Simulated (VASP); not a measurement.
# Pd (P6_3/mmc) in VASP: relaxation of cell and atoms with PBE

Aim: the relaxation of cell and atoms of Pd with PBE.

Program: VASP 6.6.1. These are calculated values, not measurements. Logs are shortened: lines on timing, memory, paths and dates and some standing lists are left out, and cuts for length are marked.

## (1) The cell of the first run

It takes space group P6_3/mmc (No. 194, hexagonal). Conventional cell: a = 2.767 Å, b = 2.767 Å, c = 9.291 Å, α = 90.00°, β = 90.00°, γ = 120.00°. Pd (site symmetry -3m) has 12 Pd at 2.77 to 2.82 Å within 3.6 Å. Pd (site symmetry -6m2) has 12 Pd at 2.77 to 2.82 Å within 3.6 Å.

This isn't the form of Pd at room conditions, which is fcc.

## (2) Relaxation of cell and atoms, PBE

INCAR reads:

```
SYSTEM = Pd
PREC     = Accurate       ! precision mode
ENCUT    = 600            ! plane-wave cutoff, eV
EDIFF    = 1E-6           ! SCF threshold, eV
ISMEAR   = 0              ! smearing method
SIGMA    = 0.1            ! smearing width, eV
LREAL    = .False.        ! projectors in reciprocal space
LASPH    = .True.         ! aspherical terms in the spheres
NELM     = 80             ! most SCF steps
ALGO     = Fast           ! electronic algorithm
ISIF     = 3              ! what is computed and relaxed
LWAVE    = .False.        ! write WAVECAR
LCHARG   = .False.        ! write CHGCAR
GGA      = PE             ! functional
IBRION   = 2              ! ionic algorithm
NSW      = 65             ! ionic steps
EDIFFG   = -0.01          ! ionic threshold
```

KPOINTS reads:

```
regular mesh
0
Gamma
  18 18 5
  0 0 0
```

POSCAR reads:

```
Pd
1.0
    2.7669447521      0.0000000000      0.0000000000
   -1.3834723761      2.3962444462      0.0000000000
    0.0000000000      0.0000000000      9.2910917062
Pd
4
Direct
    0.0000000000      0.0000000000      0.0000000000
    0.3333333333      0.6666666667      0.2500000000
    0.0000000000      0.0000000000      0.5000000000
    0.6666666667      0.3333333333      0.7500000000
```

Potentials or basis: VASP PAW PBE potentials, release 64 (Pd).

The run is started by

```console
$ cat potpaw_PBE.64/Pd/POTCAR > POTCAR
$ mpirun -np 1 vasp_std > vasp.out
```

OUTCAR:

```text
SYSTEM = Pd
   PREC = Accurate
   ENCUT = 600
   EDIFF = 1E-6
   ISMEAR = 0
   LREAL = .False.
   LASPH = .True.
   NELM = 80
   ISIF = 3
   GGA = PE
   IBRION = 2
   NSW = 65
   EDIFFG = -0.01

 ion  position               nearest neighbor table
   1  0.000  0.000  0.000-   2 2.82   4 2.82   4 2.82   2 2.82   4 2.82   2 2.82
   2  0.333  0.667  0.250-   1 2.82   3 2.82   1 2.82   3 2.82   1 2.82   3 2.82
   3  0.000  0.000  0.500-   2 2.82   4 2.82   4 2.82   2 2.82   4 2.82   2 2.82
   4  0.667  0.333  0.750-   1 2.82   3 2.82   1 2.82   3 2.82   1 2.82   3 2.82

  LATTYP: Found a hexagonal cell.
 ALAT       =     2.7669447521
 C/A-ratio  =     3.3578884071

  Lattice vectors:

 A1 = (   2.7669447521,   0.0000000000,   0.0000000000)
 A2 = (  -1.3834723761,   2.3962444462,   0.0000000000)
 A3 = (   0.0000000000,   0.0000000000,   9.2910917062)

Analysis of symmetry for initial positions (statically):
=====================================================================
 Subroutine PRICEL returns:
 Original cell was already a primitive cell.

 Routine SETGRP: Setting up the symmetry group for a
 hexagonal supercell.

 Subroutine GETGRP returns: Found 24 space group operations
 (whereof 12 operations were pure point group operations)
 out of a pool of 24 trial point group operations.

The static configuration has the point symmetry D_3d.
 The point group associated with its full space group is D_6h.

Analysis of symmetry for dynamics (positions and initial velocities):
=====================================================================
 Subroutine PRICEL returns:
 Original cell was already a primitive cell.

 Routine SETGRP: Setting up the symmetry group for a
 hexagonal supercell.

 Subroutine GETGRP returns: Found 24 space group operations
 (whereof 12 operations were pure point group operations)
 out of a pool of 24 trial point group operations.

The dynamic configuration has the point symmetry D_3d.
 The point group associated with its full space group is D_6h.

 Subroutine INISYM returns: Found 24 space group operations
 (whereof 12 operations are pure point group operations),
 and found     1 'primitive' translations

----------------------------------------------------------------------------------------

                                     Primitive cell

  volume of cell :      61.6025

  direct lattice vectors                    reciprocal lattice vectors
     2.766944752  0.000000000  0.000000000     0.361409457  0.208659847  0.000000000
    -1.383472376  2.396244446  0.000000000     0.000000000  0.417319694  0.000000000
     0.000000000  0.000000000  9.291091706     0.000000000  0.000000000  0.107629978

  length of vectors
     2.766944752  2.766944752  9.291091706     0.417319694  0.417319694  0.107629978

  position of ions in fractional coordinates (direct lattice)
     0.000000000  0.000000000  0.000000000
     0.333333333  0.666666667  0.250000000
     0.000000000  0.000000000  0.500000000
     0.666666667  0.333333333  0.750000000

  ion indices of the primitive-cell ions
   primitive index   ion index
                 1           1
                 2           2
                 3           3
                 4           4

----------------------------------------------------------------------------------------

 KPOINTS: regular mesh

Automatic generation of k-mesh.
 Grid dimensions read from file:
 generate k-points for:   18   18    5

 Generating k-lattice:

  Cartesian coordinates                     Fractional coordinates (reciprocal lattice)
     0.020078303  0.011592214  0.000000000     0.055555556  0.000000000  0.000000000
     0.000000000  0.023184427  0.000000000     0.000000000  0.055555556  0.000000000
     0.000000000  0.000000000  0.021525996     0.000000000  0.000000000  0.200000000

  Length of vectors
     0.023184427  0.023184427  0.021525996

  Shift w.r.t. Gamma in fractional coordinates (k-lattice)
     0.000000000  0.000000000  0.000000000

 Subroutine IBZKPT returns following result:
 ===========================================

 Found    111 irreducible k-points:

 Following reciprocal coordinates:
            Coordinates               Weight
  0.000000  0.000000  0.000000      1.000000
  0.055556  0.000000  0.000000      6.000000
  0.111111  0.000000  0.000000      6.000000
  0.166667 -0.000000  0.000000      6.000000
  0.222222 -0.000000  0.000000      6.000000
  0.277778  0.000000  0.000000      6.000000
[... 16 lines left out ...]
  0.333333  0.111111  0.000000     12.000000
  0.388889  0.111111  0.000000     12.000000
 [... further k-points ...]
   k-points           NKPTS =    111   k-points in BZ     NKDIM =    111   number of bands    NBANDS=     24
   number of dos      NEDOS =    301   number of ions     NIONS =      4
   total plane-waves  NPLWV =  46080
   dimension x,y,z NGX =    24 NGY =   24 NGZ =   80
   dimension x,y,z NGXF=    48 NGYF=   48 NGZF=  160
   ions per type =               4
   NGX,Y,Z   is equivalent  to a cutoff of  14.42, 14.42, 14.31 a.u.
   NGXF,Y,Z  is equivalent  to a cutoff of  28.84, 28.84, 28.63 a.u.
 SYSTEM =  Pd
   PREC   = accura    normal or accurate (medium, high low for compatibility)
   ISTART =      0    job   : 0-new  1-cont  2-samecut
   ICHARG =      2    charge: 1-file 2-atom 10-const
   ISPIN  =      1    spin polarized calculation?
   LNONCOLLINEAR =      F non collinear calculations
   LSORBIT =      F    spin-orbit coupling
   LASPH  =      T    aspherical Exc in radial PAW
   ENCUT  =  600.0 eV  44.10 Ry    6.64 a.u.   5.53  5.53 18.56*2*pi/ulx,y,z
   NELM   =     80;   NELMIN=  2; NELMDL= -5     # of ELM steps
   EDIFF  = 0.1E-05   stopping-criterion for ELM
   LREAL  =      F    real-space projection
   EDIFFG = -.1E-01   stopping-criterion for IOM
   NSW    =     65    number of steps for IOM
   IBRION =      2    ionic relax: 0-MD 1-quasi-New 2-CG
   NFREE  =      1    steps in history (QN), initial steepest desc. (CG)
   ISIF   =      3    stress and relaxation
   ISYM   =      2    0-nonsym 1-usesym 2-fastsym
   POTIM  = 0.5000    time-step for ionic-motion
   TEBEG  =    0.0;   TEEND  =   0.0 temperature during run
   PSTRESS=    0.0 pullay stress
   NELECT =      40.0000    total number of electrons
   NUPDOWN=      -1.0000    fix difference up-down
   EMIN   =  10.00;   EMAX   =-10.00  energy-range for DOS
   EFERMI =   0.00;   METHOD = LEGACY
   ISMEAR =     0;   SIGMA  =   0.10  broadening in eV -4-tet -1-fermi 0-gaus
   EFERMI_NEDOS =   21; number of points for ismear=-14 and -15
   IALGO  =     68    algorithm
   IMIX   =      4    mixing-type and parameters
     AMIX     =   0.40;   BMIX     =  1.00
     AMIX_MAG =   1.60;   BMIX_MAG =  1.00
  volume/ion in A,a.u.               =      15.40       103.93
  Fermi-wavevector in a.u.,A,eV,Ry     =   1.417627  2.678927 27.343179  2.009667
  Thomas-Fermi vector in A             =   2.538838
   LORBIT       =      0    0 simple, 1 ext, 2 COOP (PROOUT), +10 PAW based schemes
   GGA     = PE    functional components
   LHFCALC =     F    Hartree Fock is set to
   AEXX    =    0.0000 exact exchange contribution
   IVDW    =     0    specifies the selected vdW correction
   LEPSILON=     F    determine dielectric tensor
   LRPA    =     F    only Hartree local field effects (RPA)
 conjugate gradient relaxation of ions
 non-spin polarized calculation
 RMM-DIIS sequential band-by-band and
 Gauss-broadening in eV      SIGMA  =   0.10
  energy-cutoff  :      600.00
  volume of cell :       61.60
 maximum number of plane-waves:      2101
 NGX is ok and might be reduce to    24
   NGX = 11   NGY = 11   NGZ = 37

--------------------------------------- Ionic step        1  -------------------------------------------

 number of electron      40.0000006 magnetization

 Free energy of the ion-electron system (eV)
  ---------------------------------------------------
  ext. energy  EPLUGINS =         0.00000000
  ---------------------------------------------------
  free energy    TOTEN  =       -20.83393364 eV

  energy without entropy =      -20.78383804  energy(sigma->0) =      -20.80888584

------------------------ aborting loop because EDIFF is reached ----------------------------------------

  FORCE on cell =-STRESS in cart. coord.  units (eV):
  Direction    XX          YY          ZZ          XY          YZ          ZX
  --------------------------------------------------------------------------------------
  -------------------------------------------------------------------------------------
  Total       -0.0214152     -0.0214152     -0.8529654      0.0000000     -0.0000000      0.0000000
  in kB       -0.5569722     -0.5569722    -22.1841935      0.0000000     -0.0000000      0.0000000
  external PRESSURE =      -7.7660460 kB  Pullay stress =       0.0000000 kB
[... 99 lines left out ...]
  energy  without entropy=      -20.7871232632  energy(sigma->0) =      -20.81237343

--------------------------------------- Ionic step        4  -------------------------------------------

 number of electron      40.0000002 magnetization

 Free energy of the ion-electron system (eV)
  ---------------------------------------------------
  ext. energy  EPLUGINS =         0.00000000
  ---------------------------------------------------
  free energy    TOTEN  =       -20.83929861 eV

  energy without entropy =      -20.78743854  energy(sigma->0) =      -20.81336857

 E-fermi :   9.1541     XC(G=0): -12.9441

 val. band max:        9.1515877949   @ k =   0.5000  -0.0000   0.2000
 cond. band min:       9.1585949249   @ k =   0.4444   0.0556   0.2000
 fundamental gap:      0.0070071300
 Fermi energy:         9.1541062256

 k-point     1 :       0.0000    0.0000    0.0000
  band No.  band energies     occupation
      1       2.3004      2.00000
      2       3.9186      2.00000
      3       3.9259      2.00000
      4       4.1388      2.00000
      5       6.4226      2.00000
      6       6.4247      2.00000
[... 637 lines left out ...]
     23      12.3935      0.00000
     24      14.8610      0.00000

 [... further k-points ...]

------------------------ aborting loop because EDIFF is reached ----------------------------------------

  FORCE on cell =-STRESS in cart. coord.  units (eV):
  Direction    XX          YY          ZZ          XY          YZ          ZX
  --------------------------------------------------------------------------------------
  -------------------------------------------------------------------------------------
  Total       -0.0333142     -0.0333142      0.0078437      0.0000000      0.0000000      0.0000000
  in kB       -0.8704342     -0.8704342      0.2049399      0.0000000      0.0000000      0.0000000
  external PRESSURE =      -0.5119762 kB  Pullay stress =       0.0000000 kB
[... 19 lines left out ...]
  FREE ENERGIE OF THE ION-ELECTRON SYSTEM (eV)
  ---------------------------------------------------
  free  energy   TOTEN  =       -20.8392986063 eV

  energy  without entropy=      -20.7874385420  energy(sigma->0) =      -20.81336857

 reached required accuracy - stopping structural energy minimisation
```

Run time: 14 min. Hardware: 1 thread of Oxide Virtual Turin-like, shared host; peak memory 0.29 GiB.

Results:

| Item | Value |
| --- | --- |
| Free energy | -20.8393 eV |
| Relaxed volume | 15.33 Å³/atom |
| Relaxed cell | a = 2.779 Å, b = 2.779 Å, c = 9.168 Å, α = 90.00°, β = 90.00°, γ = 120.00° |
| Space group after relaxing (to 0.1 Å) | P6_3/mmc (No. 194) |
| Energy gained by relaxing | 1.3 meV/atom |
| Ionic steps | 4 |
| Pressure after relaxing | -0.1 GPa |

Step by step:
| step | energy change (eV) | largest force (eV/Å) | pressure (GPa) | volume (Å³) |
| --- | --- | --- | --- | --- |
| 1 | 0.0000 | 0.0000 | -0.78 | 61.60 |
| 2 | -0.0035 | 0.0000 | 0.98 | 60.94 |
| 3 | -0.0037 | 0.0000 | 0.68 | 61.05 |
| 4 | -0.0054 | 0.0000 | -0.05 | 61.32 |

Final structure:
```
Pd
1.0
     2.77907    0.00000    0.00000
    -1.38954    2.40675    0.00000
     0.00000    0.00000    9.16797
Pd
4
Direct
  0.00000 0.00000 0.00000
  0.33333 0.66667 0.25000
  0.00000 0.00000 0.50000
  0.66667 0.33333 0.75000
```

Caveat: the highest band is partly filled, so the run has too few bands.
